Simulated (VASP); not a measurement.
Wanted: the native input for a VASP 6.6.1 run.

```yaml
Task: single point
Functional: PBE
Potentials_or_basis: VASP PAW PBE potentials, release 64 (Zr_sv, Si)
Cutoff: 520 eV
k_mesh: 6 × 6 × 4
Occupations: gaussian, width 0.1 eV
Spin: no spin polarisation
Dipole_correction: no
Further_INCAR_settings: ALGO = Normal; EDIFF = 1e-07; NBANDS = 17
```

The structure of ZrSi2 lies in POSCAR:

```
ZrSi2
1.0
    3.5354140718      0.0000000000      0.0000000000
    0.0000000000      3.5354140718      0.0000000000
    0.0000000000      0.0000000000      4.8257882915
Zr Si
1 2
Direct
    0.5000000000      0.5000000000      0.0000000000
    0.0000000000      0.0000000000      0.2569034616
    0.0000000000      0.0000000000      0.7430965384
```

The cell was generated, and may not be a known phase.

These files were run (other wordings do the same):

INCAR

```
SYSTEM = ZrSi2
PREC     = Accurate       ! precision mode
ENCUT    = 520            ! plane-wave cutoff, eV
EDIFF    = 1E-7           ! SCF threshold, eV
ISMEAR   = 0              ! smearing method
SIGMA    = 0.1            ! smearing width, eV
LREAL    = .False.        ! projectors in reciprocal space
LASPH    = .True.         ! aspherical terms in the spheres
NELM     = 100            ! most SCF steps
ALGO     = Normal         ! electronic algorithm
ISIF     = 2              ! what is computed and relaxed
LWAVE    = .False.        ! write WAVECAR
LCHARG   = .False.        ! write CHGCAR
GGA      = PE             ! functional
NBANDS   = 17             ! bands
```

KPOINTS

```
regular mesh
0
Gamma
  6 6 4
  0 0 0
```

Potentials or basis: VASP PAW PBE potentials, release 64 (Zr_sv, Si).

Run with:

```console
$ cat potpaw_PBE.64/Zr_sv/POTCAR potpaw_PBE.64/Si/POTCAR > POTCAR
$ mpirun -np 1 vasp_std > vasp.out
```

Results of the run:

| Item | Value |
| --- | --- |
| Pressure | 0.0 GPa |
| Largest force | 0.016 eV/Å |
| Band gap on the k mesh | zero (bands 10 and 11 overlap by 2.47 eV) |

Run time: 13 s on 1 thread of Intel(R) Xeon(R) 6975P-C (Granite Rapids), with other jobs on the host, peak memory 0.18 GiB.
